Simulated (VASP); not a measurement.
Here is a VASP 6.6.1 calculation.

INCAR

```
ALGO = Normal ; EDIFF = 1E-6
ENCUT = 520 ; GGA = PE
ISIF = 2 ; ISMEAR = -1
LASPH = T ; LCHARG = F
LREAL = F ; LWAVE = F
NBANDS = 21 ; NELM = 80
PREC = Accurate ; SIGMA = 0.06122561905347299
```

Contents of KPOINTS:

```
k-points
0
Gamma
  12 12 12
```

The input POSCAR:

```
Ru
1.0
    0.0000000000      2.7099272866      2.7099272866
    2.7099272866      0.0000000000      2.7099272866
    2.7099272866      2.7099272866      0.0000000000
Ru
2
Direct
    0.0000000000      0.0000000000      0.0000000000
    0.2500000000      0.2500000000      0.2500000000
```

Potentials or basis: VASP PAW PBE potentials, release 64 (Ru_pv).

Command:

```console
$ cat potpaw_PBE.64/Ru_pv/POTCAR > POTCAR
$ mpirun -np 1 vasp_std > vasp.out
```

Task: Estimate the pressure.

Result: 3.6 GPa.

Task: Estimate the band gap on the k mesh.

Result: Zero (band 14 reaches 7.62 eV, above the bottom of band 15 at 6.75 eV).
